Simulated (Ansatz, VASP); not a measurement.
One calculation of Cu, two programs

The input INCAR:

```
SYSTEM = Cu
  ALGO = Normal
  EDIFF = 1E-6
  ENCUT = 520
  GGA = CA
  ISIF = 2
  ISMEAR = -1
  LASPH = .True.
  LCHARG = .False.
  LREAL = .False.
  LWAVE = .False.
  NBANDS = 12
  NELM = 60
  PREC = Accurate
  SIGMA = 0.05
```

KPOINTS

```
k-points
0
Gamma
  18 18 18
  0 0 0
```

POSCAR

```
Cu
1.0
    0.0000000000      1.5768512072      1.5768512072
    1.5768512072      0.0000000000      1.5768512072
    1.5768512072      1.5768512072      0.0000000000
Cu
1
Direct
    0.0000000000      0.0000000000      0.0000000000
```

Input for Ansatz:

```yaml
crystal:
  lattice:
    - [0.0, 1.5768512072, 1.5768512072]
    - [1.5768512072, 0.0, 1.5768512072]
    - [1.5768512072, 1.5768512072, 0.0]
  atoms:
    - { symbol: Cu, position: [0.0, 0.0, 0.0] }
kpoints:
  mp_grid: { grid: [18, 18, 18] }
scf:
  occupations: { method: fermi_dirac, width: 0.05 }
hamiltonian:
  xc: lda
  pseudopotentials: { kind: all_electron, lapw: { basis_error: 0.001 } }
output:
  forces: true
  stress: true
  eigenvalues: true
  populations: true
```

Change from the starting cell: volume scaled by 0.72, LAPW.

Alike in both runs: task single point; functional LDA; k mesh 18 × 18 × 18; occupations fermi-dirac, width 0.05 eV; no spin polarisation.

|  | VASP | Ansatz |
| --- | --- | --- |
| version | VASP 6.6.1 | Ansatz 0.2.0 |
| potentials or method | VASP PAW LDA potentials, release 64 (Cu), cutoff 520 eV | all-electron LAPW, scalar-relativistic |

```csv
,VASP,Ansatz,Ansatz less VASP
pressure (GPa),140.6,139.2,-1.41
```

LDA's correlation is that of Perdew and Zunger in VASP and of Perdew and Wang (1992) in Ansatz. Both programs put the cell under a high pressure, so it lies far from rest at this level. Ansatz ran all-electron here, and VASP with PAW potentials.

Noted on VASP's run: the cell as given lies far from equilibrium.
